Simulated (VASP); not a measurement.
# Cr (Im-3m) in VASP: further runs

Runs on Cr. Level: PBE. Tasks: single point.

Program: VASP 6.6.1. These are calculated values, not measurements. Logs are shortened: lines on timing, memory, paths and dates and some standing lists are left out, and cuts for length are marked.

## Step 1: The cell of the first run

Symmetry: Im-3m, No. 229, cubic system. Conventional cell: a = 2.969 Å, b = 2.969 Å, c = 2.969 Å, α = 90.00°, β = 90.00°, γ = 90.00°. Cr (site symmetry m-3m) has 14 Cr at 2.57 to 2.97 Å within 3.4 Å.

## Step 2: Single point, PBE, collinear spin, antiferromagnetic start

The input, INCAR:

```
PREC = Accurate ; ENCUT = 520
EDIFF = 1E-6 ; ISMEAR = -1
SIGMA = 0.05 ; LREAL = False
LASPH = True ; NELM = 150
ALGO = Normal ; ISIF = 2
LWAVE = False ; LCHARG = False
ISPIN = 2 ; MAGMOM = 3 3 -3 -3
LORBIT = 11 ; LMAXMIX = 4
GGA = PE ; NBANDS = 36
```

The input, KPOINTS:

```
Automatic mesh
0
Gamma
  10 10 5
```

The input, POSCAR:

```
Cr
1.0
    2.9688993551      0.0000000000      0.0000000000
    0.0000000000      2.9688993551      0.0000000000
    0.0000000000      0.0000000000      5.9377987102
Cr
4
Direct
    0.0000000000      0.0000000000      0.0000000000
    0.0000000000      0.0000000000      0.5000000000
    0.5000000000      0.5000000000      0.2500000000
    0.5000000000      0.5000000000      0.7500000000
```

Potentials or basis: VASP PAW PBE potentials, release 64 (Cr_pv).

Started as:

```bash
cat potpaw_PBE.64/Cr_pv/POTCAR > POTCAR
mpirun -np 1 vasp_std > vasp.out
```

OUTCAR:

```text
PREC = Accurate
   ENCUT = 520
   EDIFF = 1E-6
   ISMEAR = -1
   LREAL = False
   LASPH = True
   NELM = 150
   ISIF = 2
   ISPIN = 2
   LORBIT = 11
   GGA = PE

 ion  position               nearest neighbor table
   1  0.000  0.000  0.000-   3 2.57   4 2.57   3 2.57   4 2.57   3 2.57   4 2.57   3 2.57   4 2.57
                             2 2.97   2 2.97
   2  0.000  0.000  0.500-   3 2.57   4 2.57   3 2.57   4 2.57   3 2.57   4 2.57   3 2.57   4 2.57
                             1 2.97   1 2.97
   3  0.500  0.500  0.250-   1 2.57   2 2.57   1 2.57   2 2.57   1 2.57   2 2.57   1 2.57   2 2.57
                             4 2.97   4 2.97
   4  0.500  0.500  0.750-   1 2.57   2 2.57   1 2.57   2 2.57   1 2.57   2 2.57   1 2.57   2 2.57
                             3 2.97   3 2.97

  LATTYP: Found a simple tetragonal cell.
 ALAT       =     2.9688993551
 C/A-ratio  =     2.0000000000

  Lattice vectors:

 A1 = (   2.9688993551,   0.0000000000,   0.0000000000)
 A2 = (   0.0000000000,   2.9688993551,   0.0000000000)
 A3 = (   0.0000000000,   0.0000000000,   5.9377987102)

Analysis of symmetry for initial positions (statically):
=====================================================================
 Subroutine PRICEL returns following result:

  LATTYP: Found a body centered cubic cell.
 ALAT       =     2.9688993551
[... 12 lines left out ...]
 Subroutine GETGRP returns: Found 16 space group operations
 (whereof 16 operations were pure point group operations)
 out of a pool of 16 trial point group operations.

The static configuration has the point symmetry D_4h.

Analysis of symmetry for dynamics (positions and initial velocities):
=====================================================================
 Subroutine PRICEL returns following result:

  LATTYP: Found a body centered cubic cell.
 ALAT       =     2.9688993551
[... 12 lines left out ...]
 Subroutine GETGRP returns: Found 16 space group operations
 (whereof 16 operations were pure point group operations)
 out of a pool of 16 trial point group operations.

The dynamic configuration has the point symmetry D_4h.

Analysis of structural, dynamic, and magnetic symmetry:
=====================================================================
 Subroutine PRICEL returns following result:

  LATTYP: Found a body centered cubic cell.
 ALAT       =     2.9688993551
[... 12 lines left out ...]
 Subroutine GETGRP returns: Found 16 space group operations
 (whereof 16 operations were pure point group operations)
 out of a pool of 16 trial point group operations.

The overall configuration has the point symmetry D_4h.

 Subroutine INISYM returns: Found 16 space group operations
[... 124 lines left out ...]
   LEPSILON=     F    determine dielectric tensor
   LRPA    =     F    only Hartree local field effects (RPA)
 spin polarized calculation
  energy-cutoff  :      520.00
  volume of cell :       52.34
 maximum number of plane-waves:      1447
 NGX is ok and might be reduce to    24
   NGX = 11   NGY = 11   NGZ = 23

 number of electron      48.0000032 magnetization       0.0000000

 number of electron      48.0000032 magnetization      -0.0000000

 Free energy of the ion-electron system (eV)
  ---------------------------------------------------
  ext. energy  EPLUGINS =         0.00000000
  ---------------------------------------------------
  free energy    TOTEN  =       -37.88268883 eV

  energy without entropy =      -37.87321611  energy(sigma->0) =      -37.87795247

 E-fermi :   9.3553     XC(G=0): -12.9171

 val. band max:        9.3499297219   @ k =   0.5000   0.4000   0.2000
 cond. band min:       9.3726021768   @ k =   0.5000   0.1000   0.2000
 fundamental gap:      0.0226724549
 Fermi energy:         9.3553475689

 spin component 1

 k-point     1 :       0.0000    0.0000    0.0000
  band No.  band energies     occupation
      1     -34.5155      1.00000
      2     -34.4351      1.00000
      3     -34.4351      1.00000
      4     -34.4351      1.00000
      5     -34.4029      1.00000
      6     -34.4029      1.00000
[... 925 lines left out ...]
     35      13.0587      0.00000
     36      15.4758      0.00000

 [... further k-points ...]

 spin component 2

 k-point     1 :       0.0000    0.0000    0.0000
  band No.  band energies     occupation
      1     -34.5155      1.00000
      2     -34.4351      1.00000
      3     -34.4351      1.00000
      4     -34.4351      1.00000
      5     -34.4029      1.00000
      6     -34.4029      1.00000
[... 925 lines left out ...]
     35      13.0587      0.00000
     36      15.4680      0.00000

 [... further k-points ...]

------------------------ aborting loop because EDIFF is reached ----------------------------------------

  FORCE on cell =-STRESS in cart. coord.  units (eV):
  Direction    XX          YY          ZZ          XY          YZ          ZX
  --------------------------------------------------------------------------------------
  -------------------------------------------------------------------------------------
  Total       -4.2904474     -4.2904474     -4.2904268      0.0000000      0.0000000     -0.0000000
  in kB     -131.3399181   -131.3399181   -131.3392880      0.0000000      0.0000000     -0.0000000
  external PRESSURE =    -131.3397081 kB  Pullay stress =       0.0000000 kB

 VOLUME and BASIS-vectors are now :
 -----------------------------------------------------------------------------
  energy-cutoff  :      520.00
  volume of cell :       52.34
      direct lattice vectors                 reciprocal lattice vectors
     2.968899355  0.000000000  0.000000000     0.336825160  0.000000000  0.000000000
     0.000000000  2.968899355  0.000000000     0.000000000  0.336825160  0.000000000
     0.000000000  0.000000000  5.937798710     0.000000000  0.000000000  0.168412580

 POSITION                                       TOTAL-FORCE (eV/Angst)
 -----------------------------------------------------------------------------------
      0.00000      0.00000      0.00000        -0.000000      0.000000      0.000000
      0.00000      0.00000      2.96890        -0.000000      0.000000      0.000000
      1.48445      1.48445      1.48445         0.000000     -0.000000     -0.000000
      1.48445      1.48445      4.45335         0.000000     -0.000000     -0.000000
 -----------------------------------------------------------------------------------
    total drift:                                0.000000     -0.000000     -0.000000

  FREE ENERGIE OF THE ION-ELECTRON SYSTEM (eV)
  ---------------------------------------------------
  free  energy   TOTEN  =       -37.8826888330 eV

  energy  without entropy=      -37.8732161112  energy(sigma->0) =      -37.87795247

 total charge

# of ion       s       p       d       tot
------------------------------------------
    1        0.396   6.330   4.098  10.824
    2        0.396   6.330   4.098  10.824
    3        0.396   6.330   4.098  10.824
    4        0.396   6.330   4.098  10.824
--------------------------------------------------
tot          1.585  25.318  16.391  43.294

 magnetization (x)

# of ion       s       p       d       tot
------------------------------------------
    1        0.024   0.017   1.781   1.822
    2        0.024   0.017   1.781   1.822
    3       -0.024  -0.017  -1.781  -1.822
    4       -0.024  -0.017  -1.781  -1.822
--------------------------------------------------
tot         -0.000   0.000   0.000  -0.000
```

OSZICAR:

```text
N       E                     dE             d eps       ncg     rms          rms(c)
DAV:   1     0.597947865776E+03    0.59795E+03   -0.26303E+04  9096   0.163E+03
DAV:   2    -0.119362186152E+02   -0.60988E+03   -0.58518E+03  9100   0.503E+02
DAV:   3    -0.420983725121E+02   -0.30162E+02   -0.28569E+02  9920   0.131E+02
DAV:   4    -0.427453932260E+02   -0.64702E+00   -0.64443E+00  9660   0.183E+01
DAV:   5    -0.427678677622E+02   -0.22475E-01   -0.22468E-01 12916   0.308E+00    0.265E+01
DAV:   6    -0.374918846164E+02    0.52760E+01   -0.28533E+01  9184   0.448E+01    0.110E+01
DAV:   7    -0.378945968306E+02   -0.40271E+00   -0.10703E+00  9240   0.900E+00    0.417E+00
DAV:   8    -0.378932055986E+02    0.13912E-02   -0.36930E-02 11764   0.163E+00    0.137E+00
DAV:   9    -0.378812643256E+02    0.11941E-01   -0.22489E-02  9472   0.121E+00    0.564E-01
DAV:  10    -0.378824204569E+02   -0.11561E-02   -0.30387E-03 13212   0.567E-01    0.181E-01
DAV:  11    -0.378826265491E+02   -0.20609E-03   -0.77642E-04  9828   0.203E-01    0.925E-02
DAV:  12    -0.378826773199E+02   -0.50771E-04   -0.17424E-04 10636   0.108E-01    0.261E-02
DAV:  13    -0.378826855407E+02   -0.82208E-05   -0.21855E-05 10372   0.353E-02    0.800E-03
DAV:  14    -0.378826870202E+02   -0.14795E-05   -0.67167E-07  6644   0.610E-03    0.436E-03
DAV:  15    -0.378826888095E+02   -0.17894E-05   -0.17797E-07  5376   0.297E-03    0.133E-03
DAV:  16    -0.378826888330E+02   -0.23502E-07   -0.10004E-07  5456   0.243E-03
   1 F= -.37882689E+02 E0= -.37877952E+02  d E =-.947272E-02  mag=     0.0000
```

stdout:

```text
POSCAR found type information on POSCAR Cr
 POSCAR found :  1 types and       4 ions
 scaLAPACK will be used
 LDA part: xc-table for (Slater+PW92), standard interpolation
 POSCAR, INCAR and KPOINTS ok, starting setup
 FFT: planning ... GRIDC
 FFT: planning ... GRID_SOFT
 FFT: planning ... GRID
 WAVECAR not read
 entering main loop
```

It took 3.7 min on 1 thread of AMD EPYC 7R13, shared host; peak memory 0.26 GiB.

Results:

```yaml
Free_energy: -37.8827 eV
Pressure: -13.1 GPa
Band_gap_on_the_k_mesh: zero (filled and empty bands overlap)
Net_moment: 0.00 μB per cell
Site_moments: Cr +1.82, -1.82 (each value once) μB
Valence_electrons_inside_the_program's_atomic_spheres: Cr 10.82
```

Caveat: the cell stands under tension; the antiferromagnetic order is the one typed at the start, and another may lie lower.

## Step 3: Single point, PBE, collinear spin, ferrimagnetic start

The input, INCAR:

```
SYSTEM = Cr
ALGO     = Normal         ! electronic algorithm
EDIFF    = 1E-7           ! SCF threshold, eV
ENCUT    = 520            ! plane-wave cutoff, eV
GGA      = PE             ! functional
ISIF     = 2              ! what is computed and relaxed
ISMEAR   = -1             ! smearing method
ISPIN    = 2              ! spin polarisation
LASPH    = .TRUE.         ! aspherical terms in the spheres
LCHARG   = .FALSE.        ! write CHGCAR
LMAXMIX  = 4              ! l up to which the mixer works
LORBIT   = 11             ! projections on sites
LREAL    = .FALSE.        ! projectors in reciprocal space
LWAVE    = .FALSE.        ! write WAVECAR
MAGMOM   = 3 3 3 -3       ! initial moments
NBANDS   = 36             ! bands
NELM     = 150            ! most SCF steps
PREC     = Accurate       ! precision mode
SIGMA    = 0.05           ! smearing width, eV
```

The input, KPOINTS:

```
k-points
0
G
  10 10 5
  0 0 0
```

POSCAR is that of step 2.

Potentials or basis: VASP PAW PBE potentials, release 64 (Cr_pv).

Started as:

```bash
cat potpaw_PBE.64/Cr_pv/POTCAR > POTCAR
mpirun -np 1 vasp_std > vasp.out
```

Run time: 6.2 min. Hardware: 1 thread of AMD EPYC 7R13, shared host; peak memory 0.29 GiB.

It converged, with:

| Item | Value |
| --- | --- |
| Free energy | -37.8827 eV |
| Pressure | -13.1 GPa |
| Band gap on the k mesh | zero (filled and empty bands overlap) |
| Net moment | 0.00 μB per cell |
| Site moments | Cr +1.82, -1.82 (each value once) μB |
| Valence electrons inside the program's atomic spheres | Cr 10.82 |

Levels at points of the mesh, in eV from the Fermi level:
Spin up:
```
           k point  band 21  band 22  band 23  band 24  band 25  band 26  band 27  band 28
(0.00, 0.00, 0.00)    -0.87    -0.87    -0.87    -0.68    -0.15     0.63     0.63     1.24
(0.50, 0.00, 0.00)    -1.01    -0.68    -0.16     0.63     0.63     0.65     0.83     0.83
(0.50, 0.50, 0.00)    -1.40    -1.40     0.65     0.70     0.70     0.83     0.83     0.92
```
Spin down:
```
           k point  band 21  band 22  band 23  band 24  band 25  band 26  band 27  band 28
(0.00, 0.00, 0.00)    -0.87    -0.87    -0.87    -0.68    -0.15     0.63     0.63     1.24
(0.50, 0.00, 0.00)    -1.01    -0.68    -0.16     0.63     0.63     0.65     0.83     0.83
(0.50, 0.50, 0.00)    -1.40    -1.40     0.65     0.70     0.70     0.83     0.83     0.92
```

Caveat: the cell stands under tension.

## Step 4: Single point, PBE, collinear spin, ferrimagnetic start

The input, INCAR:

```
ALGO = Normal ; EDIFF = 1E-6
ENCUT = 520 ; GGA = PE
ISIF = 2 ; ISMEAR = -1
ISPIN = 2 ; LASPH = True
LCHARG = False ; LMAXMIX = 4
LORBIT = 11 ; LREAL = False
LWAVE = False ; MAGMOM = 3 3 3 -3
NBANDS = 36 ; NELM = 150
PREC = Accurate ; SIGMA = 0.05
```

The input, KPOINTS:

```
k-points
0
Gamma
  10 10 5
```

POSCAR is that of step 3.

Started as:

```bash
cat potpaw_PBE.64/Cr_pv/POTCAR > POTCAR
mpirun -np 1 vasp_std > vasp.out
```

It took 6.9 min on 1 thread of AMD EPYC 7R13, shared host; peak memory 0.29 GiB.

It converged, with:

| Property | Result |
| --- | --- |
| Free energy | -37.8827 eV |
| Pressure | -13.1 GPa |
| Band gap on the k mesh | zero (filled and empty bands overlap) |
| Net moment | 0.00 μB per cell |
| Site moments | Cr +1.82, -1.82 (each value once) μB |
| Valence electrons inside the program's atomic spheres | Cr 10.82 |

Levels at points of the mesh, in eV from the Fermi level:
Spin up:
| k point | band 22 | band 23 | band 24 | band 25 | band 26 | band 27 |
| --- | --- | --- | --- | --- | --- | --- |
| (0.00, 0.00, 0.00) | -0.87 | -0.87 | -0.68 | -0.16 | 0.63 | 0.63 |
| (0.50, 0.00, 0.00) | -0.68 | -0.16 | 0.63 | 0.63 | 0.65 | 0.83 |
| (0.50, 0.50, 0.00) | -1.40 | 0.65 | 0.70 | 0.70 | 0.83 | 0.83 |
Spin down:
```csv
k point,band 21,band 22,band 23,band 24,band 25,band 26,band 27,band 28
"(0.00, 0.00, 0.00)",-0.87,-0.87,-0.87,-0.68,-0.16,0.63,0.63,1.24
"(0.50, 0.00, 0.00)",-1.01,-0.68,-0.16,0.63,0.63,0.65,0.83,0.83
"(0.50, 0.50, 0.00)",-1.40,-1.40,0.65,0.70,0.70,0.83,0.83,0.92
```

Caveat: the cell stands under tension.

The gap in the log of VASP goes by the Fermi energy; the results here count the filled bands.